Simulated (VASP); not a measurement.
# Hf2Ge3 (P321) in VASP: notebook

The runs below take Hf2Ge3 through single point, relaxation of cell and atoms, with PBE.

Everything below comes from runs of VASP 6.6.1. Logs are shortened: lines on timing, memory, paths and dates and some standing lists are left out, and cuts for length are marked.

### Step 1. The cell of the first run

The structure is trigonal, space group P321 (No. 150). The conventional cell has a = 4.029 Å, b = 4.029 Å, c = 6.307 Å, α = 90.00°, β = 90.00°, γ = 120.00°. Hf (site symmetry 3) has 6 Ge at 2.20 to 2.99 Å within 3.0 Å. Within 2.3 Å of Ge (site symmetry 2) lie 2 Ge at 1.74 Å and 2 Hf at 2.20 Å.

The cell was generated, and may not be a known phase.

### Step 2. Single point, PBE

File INCAR:

```
  ALGO = Normal
  EDIFF = 1E-6
  ENCUT = 520
  GGA = PE
  ISIF = 2
  ISMEAR = 0
  LASPH = True
  LCHARG = False
  LREAL = False
  LWAVE = False
  NBANDS = 39
  NELM = 100
  PREC = Accurate
  SIGMA = 0.1
```

File KPOINTS:

```
k-points
0
Gamma
  6 6 4
```

File POSCAR:

```
Hf2Ge3
1.0
    4.0294786200      0.0000000000      0.0000000000
   -2.0147393100      3.4896308400      0.0000000000
    0.0000000000      0.0000000000      6.3065522700
Hf Ge
2 3
Direct
    0.3333333300      0.6666666700      0.2500000000
    0.6666666700      0.3333333300      0.7500000000
    0.2499999900      0.2499999900      0.0000000000
    0.7500000100      0.0000000000      0.0000000000
    0.0000000000      0.7500000100      0.0000000000
```

Potentials or basis: VASP PAW PBE potentials, release 64 (Hf_pv, Ge_d).

Launch:

```
$ cat potpaw_PBE.64/Hf_pv/POTCAR potpaw_PBE.64/Ge_d/POTCAR > POTCAR
$ mpirun -np 1 vasp_std > vasp.out
```

OUTCAR:

```text
EDIFF = 1E-6
   ENCUT = 520
   GGA = PE
   ISIF = 2
   ISMEAR = 0
   LASPH = True
   LREAL = False
   NELM = 100
   PREC = Accurate

 ion  position               nearest neighbor table
   1  0.333  0.667  0.250-   5 2.20   4 2.20   3 2.20   3 2.99   4 2.99   5 2.99
   2  0.667  0.333  0.750-   4 2.20   5 2.20   3 2.20   3 2.99   5 2.99   4 2.99
   3  0.250  0.250  0.000-   5 1.74   4 1.74   1 2.20   2 2.20   4 2.67   5 2.67   5 2.67   4 2.67
                             1 2.99   2 2.99
   4  0.750  0.000  0.000-   3 1.74   5 1.74   2 2.20   1 2.20   5 2.67   3 2.67   5 2.67   3 2.67
                             1 2.99   2 2.99
   5  0.000  0.750  0.000-   3 1.74   4 1.74   1 2.20   2 2.20   4 2.67   3 2.67   3 2.67   4 2.67
                             2 2.99   1 2.99

  LATTYP: Found a hexagonal cell.
 ALAT       =     4.0294786200
 C/A-ratio  =     1.5651037925

  Lattice vectors:

 A1 = (   4.0294786200,   0.0000000000,   0.0000000000)
 A2 = (  -2.0147393100,   3.4896308400,   0.0000000000)
 A3 = (   0.0000000000,   0.0000000000,   6.3065522700)

Analysis of symmetry for initial positions (statically):
=====================================================================
 Subroutine PRICEL returns:
 Original cell was already a primitive cell.

 Routine SETGRP: Setting up the symmetry group for a
 hexagonal supercell.

 Subroutine GETGRP returns: Found  6 space group operations
 (whereof  6 operations were pure point group operations)
 out of a pool of 24 trial point group operations.

The static configuration has the point symmetry D_3 .

Analysis of symmetry for dynamics (positions and initial velocities):
=====================================================================
 Subroutine PRICEL returns:
 Original cell was already a primitive cell.

 Routine SETGRP: Setting up the symmetry group for a
 hexagonal supercell.

 Subroutine GETGRP returns: Found  6 space group operations
 (whereof  6 operations were pure point group operations)
 out of a pool of 24 trial point group operations.

The dynamic configuration has the point symmetry D_3 .

 Subroutine INISYM returns: Found  6 space group operations
 (whereof  6 operations are pure point group operations),
 and found     1 'primitive' translations

----------------------------------------------------------------------------------------

                                     Primitive cell

  volume of cell :      88.6789

  direct lattice vectors                    reciprocal lattice vectors
     4.029478620  0.000000000  0.000000000     0.248171065  0.143281631  0.000000000
    -2.014739310  3.489630840  0.000000000     0.000000000  0.286563263  0.000000000
     0.000000000  0.000000000  6.306552270     0.000000000  0.000000000  0.158565244

  length of vectors
     4.029478620  4.029478612  6.306552270     0.286563262  0.286563263  0.158565244

  position of ions in fractional coordinates (direct lattice)
     0.333333330  0.666666670  0.250000000
     0.666666670  0.333333330  0.750000000
     0.249999990  0.249999990  0.000000000
     0.750000010  0.000000000  0.000000000
     1.000000000  0.750000010  0.000000000

  ion indices of the primitive-cell ions
   primitive index   ion index
                 1           1
                 2           2
                 3           3
                 4           4
                 5           5

----------------------------------------------------------------------------------------

 KPOINTS: k-points

Automatic generation of k-mesh.
 Grid dimensions read from file:
 generate k-points for:    6    6    4

 Generating k-lattice:

  Cartesian coordinates                     Fractional coordinates (reciprocal lattice)
     0.041361844  0.023880272  0.000000000     0.166666667 -0.000000000  0.000000000
     0.000000000  0.047760544  0.000000000     0.000000000  0.166666667  0.000000000
     0.000000000  0.000000000  0.039641311     0.000000000  0.000000000  0.250000000

  Length of vectors
     0.047760544  0.047760544  0.039641311

  Shift w.r.t. Gamma in fractional coordinates (k-lattice)
     0.000000000  0.000000000  0.000000000

 Subroutine IBZKPT returns following result:
 ===========================================

 Found     24 irreducible k-points:

 Following reciprocal coordinates:
            Coordinates               Weight
  0.000000  0.000000  0.000000      1.000000
  0.166667  0.000000  0.000000      6.000000
  0.333333  0.000000  0.000000      6.000000
  0.500000 -0.000000  0.000000      3.000000
  0.166667  0.166667  0.000000      6.000000
  0.333333  0.166667  0.000000     12.000000
[... 16 lines left out ...]
  0.333333  0.166667  0.500000     12.000000
  0.333333  0.333333  0.500000      2.000000
   k-points           NKPTS =     24   k-points in BZ     NKDIM =     24   number of bands    NBANDS=     39
   number of dos      NEDOS =    301   number of ions     NIONS =      5
   total plane-waves  NPLWV =  43200
   dimension x,y,z NGX =    30 NGY =   30 NGZ =   48
   dimension x,y,z NGXF=    60 NGYF=   60 NGZF=   96
   ions per type =               2   3
   NGX,Y,Z   is equivalent  to a cutoff of  12.38, 12.38, 12.65 a.u.
   NGXF,Y,Z  is equivalent  to a cutoff of  24.75, 24.75, 25.31 a.u.
 SYSTEM =  unknown system
   PREC   = accura    normal or accurate (medium, high low for compatibility)
   ISTART =      0    job   : 0-new  1-cont  2-samecut
   ICHARG =      2    charge: 1-file 2-atom 10-const
   ISPIN  =      1    spin polarized calculation?
   LNONCOLLINEAR =      F non collinear calculations
   LSORBIT =      F    spin-orbit coupling
   LASPH  =      T    aspherical Exc in radial PAW
   ENCUT  =  520.0 eV  38.22 Ry    6.18 a.u.   7.49  7.49 11.73*2*pi/ulx,y,z
   NELM   =    100;   NELMIN=  2; NELMDL= -5     # of ELM steps
   EDIFF  = 0.1E-05   stopping-criterion for ELM
   LREAL  =      F    real-space projection
   EDIFFG = 0.1E-04   stopping-criterion for IOM
   NSW    =      0    number of steps for IOM
   IBRION =     -1    ionic relax: 0-MD 1-quasi-New 2-CG
   NFREE  =      0    steps in history (QN), initial steepest desc. (CG)
   ISIF   =      2    stress and relaxation
   ISYM   =      2    0-nonsym 1-usesym 2-fastsym
   POTIM  = 0.5000    time-step for ionic-motion
   TEBEG  =    0.0;   TEEND  =   0.0 temperature during run
   PSTRESS=    0.0 pullay stress
   NELECT =      62.0000    total number of electrons
   NUPDOWN=      -1.0000    fix difference up-down
   EMIN   =  10.00;   EMAX   =-10.00  energy-range for DOS
   EFERMI =   0.00;   METHOD = LEGACY
   ISMEAR =     0;   SIGMA  =   0.10  broadening in eV -4-tet -1-fermi 0-gaus
   EFERMI_NEDOS =   21; number of points for ismear=-14 and -15
   IALGO  =     38    algorithm
   IMIX   =      4    mixing-type and parameters
     AMIX     =   0.40;   BMIX     =  1.00
     AMIX_MAG =   1.60;   BMIX_MAG =  1.00
  volume/ion in A,a.u.               =      17.74       119.69
  Fermi-wavevector in a.u.,A,eV,Ry     =   1.452999  2.745770 28.724698  2.111206
  Thomas-Fermi vector in A             =   2.570316
   LORBIT       =      0    0 simple, 1 ext, 2 COOP (PROOUT), +10 PAW based schemes
   GGA     = PE    functional components
   LHFCALC =     F    Hartree Fock is set to
   AEXX    =    0.0000 exact exchange contribution
   IVDW    =     0    specifies the selected vdW correction
   LEPSILON=     F    determine dielectric tensor
   LRPA    =     F    only Hartree local field effects (RPA)
 non-spin polarized calculation
 Gauss-broadening in eV      SIGMA  =   0.10
  energy-cutoff  :      520.00
  volume of cell :       88.68
 maximum number of plane-waves:      2417
 NGX is ok and might be reduce to    30
   NGX = 15   NGY = 15   NGZ = 23

 number of electron      62.0000011 magnetization

 Free energy of the ion-electron system (eV)
  ---------------------------------------------------
  ext. energy  EPLUGINS =         0.00000000
  ---------------------------------------------------
  free energy    TOTEN  =        -1.80258884 eV

  energy without entropy =       -1.77725955  energy(sigma->0) =       -1.78992420

 E-fermi :   7.0891     XC(G=0): -11.2588

 val. band max:        7.0855108778   @ k =  -0.1667   0.5000   0.2500
 cond. band min:       7.0966464940   @ k =   0.3333   0.0000   0.5000
 fundamental gap:      0.0111356161
 Fermi energy:         7.0891219986

 k-point     1 :       0.0000    0.0000    0.0000
  band No.  band energies     occupation
      1     -24.1067      2.00000
      2     -23.9510      2.00000
      3     -23.6821      2.00000
      4     -23.6821      2.00000
      5     -23.6203      2.00000
      6     -23.6203      2.00000
[... 31 lines left out ...]
     38      11.9766      0.00000
     39      12.8904      0.00000

 k-point     2 :       0.1667    0.0000    0.0000
  band No.  band energies     occupation
      1     -24.0931      2.00000
      2     -23.9605      2.00000
      3     -23.6973      2.00000
      4     -23.6851      2.00000
      5     -23.6306      2.00000
      6     -23.6262      2.00000
[... 31 lines left out ...]
     38      11.8113      0.00000
     39      12.5418      0.00000

 k-point     3 :       0.3333    0.0000    0.0000
  band No.  band energies     occupation
      1     -24.0618      2.00000
      2     -23.9838      2.00000
      3     -23.7294      2.00000
      4     -23.6907      2.00000
      5     -23.6546      2.00000
      6     -23.6333      2.00000
[... 31 lines left out ...]
     38      11.2906      0.00000
     39      11.9740      0.00000

 k-point     4 :       0.5000   -0.0000    0.0000
  band No.  band energies     occupation
      1     -24.0379      2.00000
      2     -24.0039      2.00000
      3     -23.7457      2.00000
      4     -23.6922      2.00000
      5     -23.6687      2.00000
      6     -23.6356      2.00000
[... 31 lines left out ...]
     38      10.1723      0.00000
     39      10.9466      0.00000
[... 754 lines left out ...]
     38      11.7047      0.00000
     39      12.0309      0.00000

 k-point    23 :       0.3333    0.1667    0.5000
  band No.  band energies     occupation
      1     -24.0330      2.00000
      2     -24.0142      2.00000
      3     -23.7336      2.00000
      4     -23.6876      2.00000
      5     -23.6672      2.00000
      6     -23.6487      2.00000
[... 31 lines left out ...]
     38      11.1018      0.00000
     39      12.1770      0.00000

 k-point    24 :       0.3333    0.3333    0.5000
  band No.  band energies     occupation
      1     -24.0228      2.00000
      2     -24.0228      2.00000
      3     -23.7359      2.00000
      4     -23.6822      2.00000
      5     -23.6822      2.00000
      6     -23.6534      2.00000
[... 31 lines left out ...]
     38      11.7978      0.00000
     39      12.4375      0.00000

------------------------ aborting loop because EDIFF is reached ----------------------------------------

  FORCE on cell =-STRESS in cart. coord.  units (eV):
  Direction    XX          YY          ZZ          XY          YZ          ZX
  --------------------------------------------------------------------------------------
  -------------------------------------------------------------------------------------
  Total      102.5633636    102.5633631     48.1149767      0.0000000      0.0000000      0.0000000
  in kB     1853.0301946   1853.0301851    869.3016830      0.0000000      0.0000000      0.0000000
  external PRESSURE =    1525.1206876 kB  Pullay stress =       0.0000000 kB

 VOLUME and BASIS-vectors are now :
 -----------------------------------------------------------------------------
  energy-cutoff  :      520.00
  volume of cell :       88.68
      direct lattice vectors                 reciprocal lattice vectors
     4.029478620  0.000000000  0.000000000     0.248171065  0.143281631  0.000000000
    -2.014739310  3.489630840  0.000000000     0.000000000  0.286563263  0.000000000
     0.000000000  0.000000000  6.306552270     0.000000000  0.000000000  0.158565244

 POSITION                                       TOTAL-FORCE (eV/Angst)
 -----------------------------------------------------------------------------------
     -0.00000      2.32642      1.57664         0.000000     -0.000000     16.994325
      2.01474      1.16321      4.72991         0.000000     -0.000000    -16.994325
      0.50368      0.87241      0.00000        17.912996     31.026219     -0.000000
      3.02211      0.00000      0.00000       -35.825992     -0.000000     -0.000000
     -1.51105      2.61722      0.00000        17.912996    -31.026219      0.000000
 -----------------------------------------------------------------------------------
    total drift:                                0.000001      0.000002     -0.000000

  FREE ENERGIE OF THE ION-ELECTRON SYSTEM (eV)
  ---------------------------------------------------
  free  energy   TOTEN  =        -1.8025888397 eV

  energy  without entropy=       -1.7772595509  energy(sigma->0) =       -1.78992420
```

Wall time 71 s (1 thread of Intel Xeon 6975P-C (Granite Rapids), shared host); peak memory 0.22 GiB.

Results:

```yaml
Free_energy: -1.8026 eV
Pressure: 152.5 GPa
Largest_force: 35.826 eV/Å
Band_gap_on_the_k_mesh: zero (bands 31 and 32 overlap by 1.75 eV)
```

Forces in eV/Å, atoms in the order of the input:
```
Hf    0.000   0.000  16.994
Hf    0.000   0.000 -16.994
Ge   17.913  31.026   0.000
Ge  -35.826   0.000   0.000
Ge   17.913 -31.026   0.000
```

Levels at points of the mesh, in eV from the Fermi level:
```csv
k point,band 27,band 28,band 29,band 30,band 31,band 32,band 33,band 34,band 35,band 36
"(0.00, 0.00, 0.00)",-4.66,-4.66,-2.90,-1.44,-1.29,-1.29,0.90,0.95,0.95,3.94
"(0.50, 0.00, 0.00)",-2.47,-1.34,-1.05,-0.47,0.05,0.61,1.66,1.76,1.82,2.39
"(0.00, 0.00, 0.50)",-4.67,-4.67,-2.33,-1.52,-1.17,-1.17,-0.07,1.26,1.26,3.91
"(0.50, 0.00, 0.50)",-3.04,-1.28,-0.87,-0.51,-0.01,0.86,1.48,1.74,1.90,2.28
```

Caveat: the stress differs along the axes, from 87 to 185 GPa; spin-orbit coupling is left out, which moves the levels of the heavy elements; forces of over 1 eV/Å act on the atoms, so gaps and moduli don't describe the material at rest.

### Step 3. Relaxation of cell and atoms, PBE

File INCAR:

```
SYSTEM = Hf2Ge3
PREC = Accurate ; ENCUT = 600
EDIFF = 1E-7 ; ISMEAR = 0
SIGMA = 0.1 ; LREAL = .FALSE.
LASPH = .TRUE. ; NELM = 60
ALGO = Normal ; ISIF = 3
LWAVE = .FALSE. ; LCHARG = .FALSE.
GGA = PE ; IBRION = 2
NSW = 90 ; EDIFFG = -0.04
```

File KPOINTS:

```
Automatic mesh
0
G
  6 6 4
  0 0 0
```

POSCAR is that of step 2.

Potentials or basis: VASP PAW PBE potentials, release 64 (Hf_pv, Ge_d).

Launch:

```
$ cat potpaw_PBE.64/Hf_pv/POTCAR potpaw_PBE.64/Ge_d/POTCAR > POTCAR
$ mpirun -np 1 vasp_std > vasp.out
```

It took 36 min on 1 thread of Intel Xeon 6975P-C (Granite Rapids), shared host; peak memory 0.28 GiB.

Results (log left out):

```yaml
Free_energy: -34.1436 eV
Relaxed_volume: 25.10 Å³/atom
Relaxed_cell: a = 5.803 Å, b = 5.803 Å, c = 4.304 Å, α = 90.00°, β = 90.00°, γ = 120.00°
Space_group_after_relaxing_to_0.1_Å: P6/mmm (No. 191)
Pressure_after_relaxing: -0.1 GPa
Largest_force_after_relaxing: 0.032 eV/Å
Band_gap_on_the_k_mesh: zero (bands 31 and 32 overlap by 1.04 eV)
```

Forces in eV/Å, atoms in the order of the input:
```
Hf   0.000  0.000  0.032
Hf   0.000  0.000 -0.032
Ge  -0.003 -0.004  0.000
Ge   0.005  0.000  0.000
Ge  -0.003  0.004  0.000
```

Stress tensor (GPa, compression positive):
```
-0.23  0.00  0.00
 0.00 -0.23  0.00
 0.00  0.00  0.02
```

Final structure:
```
Hf Ge
1.0
     5.80267    0.00000    0.00000
    -2.90134    5.02526    0.00000
     0.00000    0.00000    4.30450
Hf Ge
2 3
Direct
  0.33333 0.66667 0.49949
  0.66667 0.33333 0.50051
  0.50261 0.50261 0.00000
  0.49739 0.00000 0.00000
  0.00000 0.49739 0.00000
```

Levels at points of the mesh, in eV from the Fermi level:
| k point | band 27 | band 28 | band 29 | band 30 | band 31 | band 32 | band 33 | band 34 | band 35 | band 36 |
| --- | --- | --- | --- | --- | --- | --- | --- | --- | --- | --- |
| (0.00, 0.00, 0.00) | -2.68 | -2.14 | -2.14 | -1.85 | -1.30 | 1.57 | 1.57 | 1.60 | 1.60 | 2.43 |
| (0.50, 0.00, 0.00) | -2.09 | -1.79 | -1.61 | -1.57 | -1.17 | 0.28 | 1.09 | 1.74 | 2.03 | 3.33 |
| (0.00, 0.00, 0.50) | -2.80 | -2.80 | -1.72 | -1.72 | 0.45 | 0.54 | 0.54 | 0.88 | 3.24 | 3.24 |
| (0.50, 0.00, 0.50) | -3.53 | -1.77 | -1.16 | -0.91 | -0.20 | 0.67 | 0.95 | 1.13 | 1.20 | 1.32 |

Caveat: the volume moved by over 15 % at a fixed basis, so the end points are rough; spin-orbit coupling is left out, which moves the levels of the heavy elements.

The gap in the log of VASP goes by the Fermi energy; the results here count the filled bands.